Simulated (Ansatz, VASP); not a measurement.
**BaF2 in VASP and in Ansatz**

```
CELL_PARAMETERS angstrom
0.00000 3.12300 3.12300
3.12300 0.00000 3.12300
3.12300 3.12300 0.00000
ATOMIC_POSITIONS crystal
Ba 0.00000 0.00000 0.00000
F 0.25000 0.25000 0.25000
F 0.75000 0.75000 0.75000
```

Alike in both runs: task single point; functional PBE; k mesh 6 × 6 × 6; occupations gaussian, width 0.02 eV; non-collinear spin, spin-orbit coupling.

```csv
,VASP,Ansatz
version,VASP 6.6.1,Ansatz 0.2.0
potentials or method,"VASP PAW PBE potentials, release 64 (Ba_sv, F), cutoff 600 eV","plane waves, PAW"
valence electrons in the cell,24,24
```

|  | VASP | Ansatz | Ansatz less VASP |
| --- | --- | --- | --- |
| net moment per atom (μB) | 0.00 | 0.00 | 0.000 |

The functional is the same, so the differences come from potentials, cutoffs and numerics.
